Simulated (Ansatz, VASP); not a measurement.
## Two plane-wave programs on SiO2

The input POSCAR:

```
SiO2
1.0
    4.9790000000      0.0000000000      0.0000000000
    0.0000000000      4.9790000000      0.0000000000
    0.0000000000      0.0000000000      6.9500000000
Si O
4 8
Direct
    0.3044023563      0.3044023563      0.0000000000
    0.1955976437      0.8044023563      0.2500000000
    0.6955976437      0.6955976437      0.5000000000
    0.8044023563      0.1955976437      0.7500000000
    0.2371045937      0.1148382174      0.1842518117
    0.3851617826      0.7371045937      0.4342518117
    0.7628954063      0.8851617826      0.6842518117
    0.6148382174      0.2628954063      0.9342518117
    0.7371045937      0.3851617826      0.5657481883
    0.8851617826      0.7628954063      0.3157481883
    0.2628954063      0.6148382174      0.0657481883
    0.1148382174      0.2371045937      0.8157481883
```

INCAR.step1

```
SYSTEM = SiO2
  PREC = Accurate
  ENCUT = 520
  ISMEAR = -1
  SIGMA = 0.02
  LREAL = .FALSE.
  LASPH = .TRUE.
  NELM = 80
  NBANDS = 44
  GGA = PE
  ALGO = Normal
  EDIFF = 1E-4
  LWAVE = .TRUE.
  LCHARG = .FALSE.
```

Contents of INCAR.step2:

```
SYSTEM = SiO2
  PREC = Accurate
  ENCUT = 520
  EDIFF = 1E-8
  ISMEAR = -1
  SIGMA = 0.02
  LREAL = .FALSE.
  LASPH = .TRUE.
  NELM = 80
  ALGO = Normal
  ISIF = 2
  LWAVE = .FALSE.
  LCHARG = .FALSE.
  METAGGA = R2SCAN
  LMIXTAU = .TRUE.
  LEFG = .TRUE.
  NBANDS = 44
  ISTART = 1
```

File KPOINTS:

```
Automatic mesh
0
G
  5 5 4
  0 0 0
```

Input for Ansatz:

```yaml
crystal:
  lattice:
    - [4.979, 0.0, 0.0]
    - [0.0, 4.979, 0.0]
    - [0.0, 0.0, 6.95]
  atoms:
    - { symbol: Si, position: [0.3044023563, 0.3044023563, 0.0] }
    - { symbol: Si, position: [0.1955976437, 0.8044023563, 0.25] }
    - { symbol: Si, position: [0.6955976437, 0.6955976437, 0.5] }
    - { symbol: Si, position: [0.8044023563, 0.1955976437, 0.75] }
    - { symbol: O, position: [0.2371045937, 0.1148382174, 0.1842518117] }
    - { symbol: O, position: [0.3851617826, 0.7371045937, 0.4342518117] }
    - { symbol: O, position: [0.7628954063, 0.8851617826, 0.6842518117] }
    - { symbol: O, position: [0.6148382174, 0.2628954063, 0.9342518117] }
    - { symbol: O, position: [0.7371045937, 0.3851617826, 0.5657481883] }
    - { symbol: O, position: [0.8851617826, 0.7628954063, 0.3157481883] }
    - { symbol: O, position: [0.2628954063, 0.6148382174, 0.0657481883] }
    - { symbol: O, position: [0.1148382174, 0.2371045937, 0.8157481883] }
kpoints:
  mp_grid: { grid: [5, 5, 4] }
scf:
  occupations: { method: fermi_dirac, width: 0.02 }
hamiltonian:
  xc: r2scan
  pseudopotentials: { kind: paw }
output:
  forces: true
  stress: true
  populations: true
  efg: { quadrupole_moments_barn: { O: -0.02558 }, contact_densities: true }
  write_density: true
  write_potential: true
  elf: true
  volumetric_format: npy
```

Alike in both runs: task electric field gradients; functional r2SCAN; k mesh 5 × 5 × 4; occupations fermi-dirac, width 0.02 eV; no spin polarisation.

```csv
,VASP,Ansatz
version,VASP 6.6.1,Ansatz 0.2.0
potentials or method,"VASP PAW PBE potentials, release 64 (Si, O)","plane-wave PAW, scalar-relativistic"
plane-wave cutoff (eV),520,500
valence electrons in the cell,64,64
```

Ansatz gave:

```
gap on the k mesh at the Fermi level (eV)                     : 6.25
pressure (GPa)                                                : -3.6
traceless stress, the component that is largest in VASP (GPa) : -0.50
rms of the force components (eV/Å)                            : 0.138
size of Vzz on the site where it differs most (V/Å²)          : 93.6
```

Question: Which values does VASP return?

Answer: gap on the k mesh at the Fermi level (eV): 6.25; pressure (GPa): -3.4; traceless stress, the component that is largest in VASP (GPa): -0.53; rms of the force components (eV/Å): 0.138; size of Vzz on the site where it differs most (V/Å²): 89.0.

VASP's potentials were made for PBE, not for r2SCAN. Atom by atom the forces differ by 0.009 eV/Å (rms over components).
